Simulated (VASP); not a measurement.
Set up this calculation in VASP 6.6.1, as the native input.

```yaml
Task: single point
Functional: PBE
Potentials_or_basis: VASP PAW PBE potentials, release 64 (Sc_sv, Si, S)
Cutoff: 520 eV
k_mesh: 6 × 6 × 2
Occupations: gaussian, width 0.1 eV
Spin: no spin polarisation
Dipole_correction: no
Further_INCAR_settings: ALGO = Normal; EDIFF = 1e-06; NBANDS = 24
```

The structure of ScSiS3 lies in POSCAR:

```
ScSiS3
1.0
    3.7232343462      0.0000000000      0.0000000000
    0.0000000000      3.7232343462      0.0000000000
    0.0000000000      0.0000000000      7.4429208107
Sc Si S
1 1 3
Direct
    0.5000000000      0.5000000000      0.5000000000
    0.0000000000      0.0000000000      0.5000000000
    0.0000000000      0.0000000000      0.0000000000
    0.5000000000      0.5000000000      0.8281382338
    0.5000000000      0.5000000000      0.1718617662
```

The cell was built from a structure type or drawn by symmetry, and may not be a known phase.

The input as run:

INCAR

```
PREC = Accurate
ENCUT = 520
EDIFF = 1E-6
ISMEAR = 0
SIGMA = 0.1
LREAL = False
LASPH = True
NELM = 60
ALGO = Normal
ISIF = 2
LWAVE = False
LCHARG = False
GGA = PE
NBANDS = 24
```

KPOINTS

```
regular mesh
0
Gamma
  6 6 2
```

Potentials or basis: VASP PAW PBE potentials, release 64 (Sc_sv, Si, S).

Command:

```bash
$ cat potpaw_PBE.64/Sc_sv/POTCAR potpaw_PBE.64/Si/POTCAR potpaw_PBE.64/S/POTCAR > POTCAR
$ mpirun -np 1 vasp_std > vasp.out
```

It gave:

The pressure is 0.1 GPa, the largest force is 0.023 eV/Å and the band gap on the k mesh is zero (an odd number of electrons rules out a gap without spin polarisation).

Caveat: the k points lie up to 0.42 Å⁻¹ apart, too coarse for converged energies and pressures of a metal.

Run time: 18 s on 1 thread of Intel(R) Xeon(R) 6975P-C (Granite Rapids), on a shared host, peak memory 0.21 GiB.
